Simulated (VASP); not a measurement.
# Be (P6/mmm) in VASP: a series of runs

The runs below take Be through single point, with PBE.

Everything below comes from runs of VASP 6.6.1. Logs are shortened: lines on timing, memory, paths and dates and some standing lists are left out, and cuts for length are marked.

## 1. The cell of the first run

Symmetry: P6/mmm, No. 191, hexagonal system. The conventional cell has a = 3.480 Å, b = 3.480 Å, c = 2.121 Å, α = 90.00°, β = 90.00°, γ = 120.00°. Be (site symmetry 6/mmm) has 14 Be at 2.12 to 2.27 Å within 2.8 Å. Be (site symmetry -6m2) has 11 Be at 2.01 to 2.27 Å within 2.7 Å.

This isn't the form of Be at room conditions, which is hcp.

## 2. Single point, PBE

Contents of INCAR:

```
SYSTEM = Be
PREC = Accurate
ENCUT = 520
EDIFF = 1E-6
ISMEAR = -1
SIGMA = 0.08
LREAL = .FALSE.
LASPH = .TRUE.
NELM = 100
ALGO = Normal
ISIF = 2
LWAVE = .FALSE.
LCHARG = .FALSE.
GGA = PE
NBANDS = 10
```

Contents of KPOINTS:

```
Automatic mesh
0
G
  11 11 15
  0 0 0
```

Contents of POSCAR:

```
Be
1.0
    3.4795946607      0.0000000000      0.0000000000
   -1.7397973303      3.0134173710      0.0000000000
    0.0000000000      0.0000000000      2.1211303489
Be
3
Direct
    0.0000000000      0.0000000000      0.0000000000
    0.3333333333      0.6666666667      0.5000000000
    0.6666666667      0.3333333333      0.5000000000
```

Potentials or basis: VASP PAW PBE potentials, release 64 (Be).

Launch:

```bash
cat potpaw_PBE.64/Be/POTCAR > POTCAR
mpirun -np 1 vasp_std > vasp.out
```

OUTCAR:

```text
SYSTEM = Be
   PREC = Accurate
   ENCUT = 520
   EDIFF = 1E-6
   ISMEAR = -1
   LREAL = .FALSE.
   LASPH = .TRUE.
   NELM = 100
   ISIF = 2
   GGA = PE

 ion  position               nearest neighbor table
   1  0.000  0.000  0.000-   2 2.27   3 2.27   2 2.27   3 2.27   2 2.27   2 2.27   3 2.27   3 2.27
                             3 2.27   3 2.27   2 2.27   2 2.27
   2  0.333  0.667  0.500-   3 2.01   3 2.01   3 2.01   1 2.27   1 2.27   1 2.27   1 2.27   1 2.27
                             1 2.27
   3  0.667  0.333  0.500-   2 2.01   2 2.01   2 2.01   1 2.27   1 2.27   1 2.27   1 2.27   1 2.27
                             1 2.27

  LATTYP: Found a hexagonal cell.
 ALAT       =     3.4795946607
 C/A-ratio  =     0.6095912184

  Lattice vectors:

 A1 = (   3.4795946607,   0.0000000000,   0.0000000000)
 A2 = (  -1.7397973303,   3.0134173710,   0.0000000000)
 A3 = (   0.0000000000,   0.0000000000,   2.1211303489)

Analysis of symmetry for initial positions (statically):
=====================================================================
 Subroutine PRICEL returns:
 Original cell was already a primitive cell.

 Routine SETGRP: Setting up the symmetry group for a
 hexagonal supercell.

 Subroutine GETGRP returns: Found 24 space group operations
 (whereof 24 operations were pure point group operations)
 out of a pool of 24 trial point group operations.

The static configuration has the point symmetry D_6h.

Analysis of symmetry for dynamics (positions and initial velocities):
=====================================================================
 Subroutine PRICEL returns:
 Original cell was already a primitive cell.

 Routine SETGRP: Setting up the symmetry group for a
 hexagonal supercell.

 Subroutine GETGRP returns: Found 24 space group operations
 (whereof 24 operations were pure point group operations)
 out of a pool of 24 trial point group operations.

The dynamic configuration has the point symmetry D_6h.

 Subroutine INISYM returns: Found 24 space group operations
 (whereof 24 operations are pure point group operations),
 and found     1 'primitive' translations

----------------------------------------------------------------------------------------

                                     Primitive cell

  volume of cell :      22.2411

  direct lattice vectors                    reciprocal lattice vectors
     3.479594661  0.000000000  0.000000000     0.287389796  0.165924576  0.000000000
    -1.739797330  3.013417371  0.000000000     0.000000000  0.331849152  0.000000000
     0.000000000  0.000000000  2.121130349     0.000000000  0.000000000  0.471446746

  length of vectors
     3.479594661  3.479594661  2.121130349     0.331849152  0.331849152  0.471446746

  position of ions in fractional coordinates (direct lattice)
     0.000000000  0.000000000  0.000000000
     0.333333333  0.666666667  0.500000000
     0.666666667  0.333333333  0.500000000

  ion indices of the primitive-cell ions
   primitive index   ion index
                 1           1
                 2           2
                 3           3

----------------------------------------------------------------------------------------

 KPOINTS: Automatic mesh

Automatic generation of k-mesh.
 Grid dimensions read from file:
 generate k-points for:   11   11   15

 Generating k-lattice:

  Cartesian coordinates                     Fractional coordinates (reciprocal lattice)
     0.026126345  0.015084052  0.000000000     0.090909091  0.000000000  0.000000000
     0.000000000  0.030168105  0.000000000     0.000000000  0.090909091  0.000000000
     0.000000000  0.000000000  0.031429783     0.000000000  0.000000000  0.066666667

  Length of vectors
     0.030168105  0.030168105  0.031429783

  Shift w.r.t. Gamma in fractional coordinates (k-lattice)
     0.000000000  0.000000000  0.000000000

 Subroutine IBZKPT returns following result:
 ===========================================

 Found    128 irreducible k-points:

 Following reciprocal coordinates:
            Coordinates               Weight
  0.000000  0.000000  0.000000      1.000000
  0.090909 -0.000000  0.000000      6.000000
  0.181818  0.000000  0.000000      6.000000
  0.272727  0.000000  0.000000      6.000000
  0.363636 -0.000000  0.000000      6.000000
  0.454545  0.000000  0.000000      6.000000
[... 16 lines left out ...]
  0.090909  0.090909  0.066667     12.000000
  0.181818  0.090909  0.066667     24.000000
 [... further k-points ...]
   k-points           NKPTS =    128   k-points in BZ     NKDIM =    128   number of bands    NBANDS=     10
   number of dos      NEDOS =    301   number of ions     NIONS =      3
   total plane-waves  NPLWV =  12544
   dimension x,y,z NGX =    28 NGY =   28 NGZ =   16
   dimension x,y,z NGXF=    56 NGYF=   56 NGZF=   32
   ions per type =               3
   NGX,Y,Z   is equivalent  to a cutoff of  13.38, 13.38, 12.54 a.u.
   NGXF,Y,Z  is equivalent  to a cutoff of  26.76, 26.76, 25.08 a.u.
 SYSTEM =  Be
   PREC   = accura    normal or accurate (medium, high low for compatibility)
   ISTART =      0    job   : 0-new  1-cont  2-samecut
   ICHARG =      2    charge: 1-file 2-atom 10-const
   ISPIN  =      1    spin polarized calculation?
   LNONCOLLINEAR =      F non collinear calculations
   LSORBIT =      F    spin-orbit coupling
   LASPH  =      T    aspherical Exc in radial PAW
   ENCUT  =  520.0 eV  38.22 Ry    6.18 a.u.   6.47  6.47  3.94*2*pi/ulx,y,z
   NELM   =    100;   NELMIN=  2; NELMDL= -5     # of ELM steps
   EDIFF  = 0.1E-05   stopping-criterion for ELM
   LREAL  =      F    real-space projection
   EDIFFG = 0.1E-04   stopping-criterion for IOM
   NSW    =      0    number of steps for IOM
   IBRION =     -1    ionic relax: 0-MD 1-quasi-New 2-CG
   NFREE  =      0    steps in history (QN), initial steepest desc. (CG)
   ISIF   =      2    stress and relaxation
   ISYM   =      2    0-nonsym 1-usesym 2-fastsym
   POTIM  = 0.5000    time-step for ionic-motion
   TEBEG  =    0.0;   TEEND  =   0.0 temperature during run
   PSTRESS=    0.0 pullay stress
   NELECT =       6.0000    total number of electrons
   NUPDOWN=      -1.0000    fix difference up-down
   EMIN   =  10.00;   EMAX   =-10.00  energy-range for DOS
   EFERMI =   0.00;   METHOD = LEGACY
   ISMEAR =    -1;   SIGMA  =   0.08  broadening in eV -4-tet -1-fermi 0-gaus
   EFERMI_NEDOS =   21; number of points for ismear=-14 and -15
   IALGO  =     38    algorithm
   IMIX   =      4    mixing-type and parameters
     AMIX     =   0.40;   BMIX     =  1.00
     AMIX_MAG =   1.60;   BMIX_MAG =  1.00
  volume/ion in A,a.u.               =       7.41        50.03
  Fermi-wavevector in a.u.,A,eV,Ry     =   1.057808  1.998967 15.224342  1.118958
  Thomas-Fermi vector in A             =   2.193094
   LORBIT       =      0    0 simple, 1 ext, 2 COOP (PROOUT), +10 PAW based schemes
   GGA     = PE    functional components
[... 5 lines left out ...]
 non-spin polarized calculation
  energy-cutoff  :      520.00
  volume of cell :       22.24
 maximum number of plane-waves:       626
 NGX is ok and might be reduce to    28
   NGX = 13   NGY = 13   NGZ =  7

 number of electron       6.0000000 magnetization

 Free energy of the ion-electron system (eV)
  ---------------------------------------------------
  ext. energy  EPLUGINS =         0.00000000
  ---------------------------------------------------
  free energy    TOTEN  =       -10.67471960 eV

  energy without entropy =      -10.66373664  energy(sigma->0) =      -10.66922812

 E-fermi :   8.2940     XC(G=0): -10.8228

 val. band max:        8.2825609999   @ k =   0.0909  -0.0000   0.0667
 cond. band min:       8.3471090593   @ k =   0.0000   0.0000   0.2000
 fundamental gap:      0.0645480594
 Fermi energy:         8.2939711411

 k-point     1 :       0.0000    0.0000    0.0000
  band No.  band energies     occupation
      1      -4.1410      2.00000
      2       6.8280      2.00000
      3       6.8280      2.00000
      4       7.0548      2.00000
      5       7.0548      2.00000
      6      14.2066      0.00000
      7      14.4857      0.00000
      8      19.7816      0.00000
      9      28.8369      0.00000
     10      28.8405      0.00000

 k-point     2 :       0.0909   -0.0000    0.0000
  band No.  band energies     occupation
      1      -4.0427      2.00000
      2       5.3579      2.00000
      3       5.6140      2.00000
      4       8.1580      1.69100
      5       8.5271      0.10291
      6      14.6018      0.00000
      7      14.8271      0.00000
      8      19.9030      0.00000
      9      28.1702      0.00000
     10      28.4722      0.00000

 k-point     3 :       0.1818    0.0000    0.0000
  band No.  band energies     occupation
      1      -3.7478      2.00000
      2       3.6986      2.00000
      3       4.5549      2.00000
      4       8.7860      0.00426
      5      10.3593      0.00000
      6      15.4568      0.00000
      7      16.0918      0.00000
      8      20.2657      0.00000
      9      26.7851      0.00000
     10      27.2801      0.00000

 k-point     4 :       0.2727    0.0000    0.0000
  band No.  band energies     occupation
      1      -3.2558      2.00000
      2       2.1120      2.00000
      3       3.7581      2.00000
      4       8.9816      0.00037
      5      12.4374      0.00000
      6      16.5689      0.00000
      7      18.1001      0.00000
      8      20.8646      0.00000
      9      25.0410      0.00000
     10      25.2380      0.00000
[... 222 lines left out ...]
 k-point    22 :       0.4545    0.0000    0.0667
  band No.  band energies     occupation
      1      -1.5708      2.00000
      2      -0.4859      2.00000
      3       3.1020      2.00000
      4       9.0134      0.00025
      5      17.3637      0.00000
      6      19.2185      0.00000
      7      20.0533      0.00000
      8      20.6347      0.00000
      9      21.7300      0.00000
     10      22.1468      0.00000

 k-point    23 :       0.0909    0.0909    0.0667
  band No.  band energies     occupation
      1      -3.7387      2.00000
      2       4.5711      2.00000
      3       4.5821      2.00000
      4       9.3265      0.00000
      5       9.4588      0.00000
      6      15.0527      0.00000
      7      15.3943      0.00000
      8      19.5665      0.00000
      9      26.9956      0.00000
     10      27.5580      0.00000

 k-point    24 :       0.1818    0.0909    0.0667
  band No.  band energies     occupation
      1      -3.3448      2.00000
      2       3.0333      2.00000
      3       3.7520      2.00000
      4       9.6616      0.00000
      5      11.1397      0.00000
      6      16.2809      0.00000
      7      16.9157      0.00000
      8      19.9589      0.00000
      9      25.1684      0.00000
     10      26.5394      0.00000

 [... further k-points ...]

------------------------ aborting loop because EDIFF is reached ----------------------------------------

  FORCE on cell =-STRESS in cart. coord.  units (eV):
  Direction    XX          YY          ZZ          XY          YZ          ZX
  --------------------------------------------------------------------------------------
  -------------------------------------------------------------------------------------
  Total        1.5551563      1.5551563      1.5473319      0.0000000     -0.0000000      0.0000000
  in kB      112.0287073    112.0287072    111.4650583      0.0000000     -0.0000000      0.0000000
  external PRESSURE =     111.8408243 kB  Pullay stress =       0.0000000 kB

 VOLUME and BASIS-vectors are now :
 -----------------------------------------------------------------------------
  energy-cutoff  :      520.00
  volume of cell :       22.24
      direct lattice vectors                 reciprocal lattice vectors
     3.479594661  0.000000000  0.000000000     0.287389796  0.165924576  0.000000000
    -1.739797330  3.013417371  0.000000000     0.000000000  0.331849152  0.000000000
     0.000000000  0.000000000  2.121130349     0.000000000  0.000000000  0.471446746

 POSITION                                       TOTAL-FORCE (eV/Angst)
 -----------------------------------------------------------------------------------
      0.00000      0.00000      0.00000        -0.000000      0.000000      0.000000
     -0.00000      2.00894      1.06057         0.000000      0.000000      0.000000
      1.73980      1.00447      1.06057        -0.000000      0.000000      0.000000
 -----------------------------------------------------------------------------------
    total drift:                                0.000000     -0.000000     -0.000000

  FREE ENERGIE OF THE ION-ELECTRON SYSTEM (eV)
  ---------------------------------------------------
  free  energy   TOTEN  =       -10.6747195986 eV

  energy  without entropy=      -10.6637366374  energy(sigma->0) =      -10.66922812
```

Run time: 25 s. Hardware: 1 thread of Intel Xeon 8259CL, shared host; peak memory 0.14 GiB.

Results:

```yaml
Free_energy: -10.6747 eV
Pressure: 11.2 GPa
Band_gap_on_the_k_mesh: zero (bands 3 and 4 overlap by 5.05 eV)
```

Caveat: the cell stands under pressure.

[end of part 1 of 2]
